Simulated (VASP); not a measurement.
SiC: single point with PBE

The system is SiC.

```xyz
4
Lattice="3.0920 0.0000 0.0000 -1.5460 2.6778 0.0000 0.0000 0.0000 5.0739" Properties=species:S:1:pos:R:3 pbc="T T T"
Si    0.0000    1.7852    0.0232
Si    1.5460    0.8926    2.5601
C     0.0000    1.7852    1.7790
C     1.5460    0.8926    4.3159
```

This cell differs from its parent crystal: c/a of the conventional cell at fixed volume 1.6410.

```
Program             : VASP 6.6.1
Task                : single point
Functional          : PBE
Potentials or basis : VASP PAW PBE potentials, release 64 (Si, C)
Cutoff              : 520 eV
k mesh              : 12 × 12 × 6
Occupations         : gaussian, width 0.05 eV
Spin                : no spin polarisation
```

```yaml
Pressure: 2.8 GPa
Largest_force: 3.582 eV/Å
Band_gap_on_the_k_mesh: 1.25 eV, indirect (least direct gap 3.61 eV)
```

Forces on the atoms (eV/Å):
```
Si   0.000  0.000 -3.582
Si   0.000  0.000 -3.582
C    0.000  0.000  3.582
C    0.000  0.000  3.582
```

Stress tensor (GPa, compression positive):
```
-4.71  0.00  0.00
 0.00 -4.71  0.00
 0.00  0.00 17.86
```

Levels at points of the mesh, in eV from the valence-band top:
| k point | band 4 | band 5 | band 6 | band 7 | band 8 | band 9 | band 10 | band 11 | band 12 | band 13 |
| --- | --- | --- | --- | --- | --- | --- | --- | --- | --- | --- |
| (0.00, 0.00, 0.00) | -1.43 | -1.43 | -1.36 | 0.00 | 0.00 | 4.43 | 5.63 | 6.24 | 6.24 | 7.65 |
| (0.50, 0.00, 0.00) | -6.24 | -6.22 | -4.19 | -3.45 | -1.10 | 2.52 | 3.33 | 5.95 | 6.31 | 9.34 |
| (0.00, 0.00, 0.50) | -5.24 | -0.78 | -0.78 | -0.78 | -0.78 | 5.54 | 5.54 | 6.99 | 6.99 | 6.99 |
| (0.50, 0.00, 0.50) | -8.42 | -3.09 | -3.09 | -2.51 | -2.51 | 2.72 | 2.72 | 5.13 | 5.13 | 9.38 |

Wall time 43 s on 1 thread of Intel Xeon 8259CL, with other jobs on the host, peak memory 0.18 GiB.

Caveat: forces of over 1 eV/Å act on the atoms, so gaps and moduli don't describe the material at rest. A k mesh can miss the band edges.
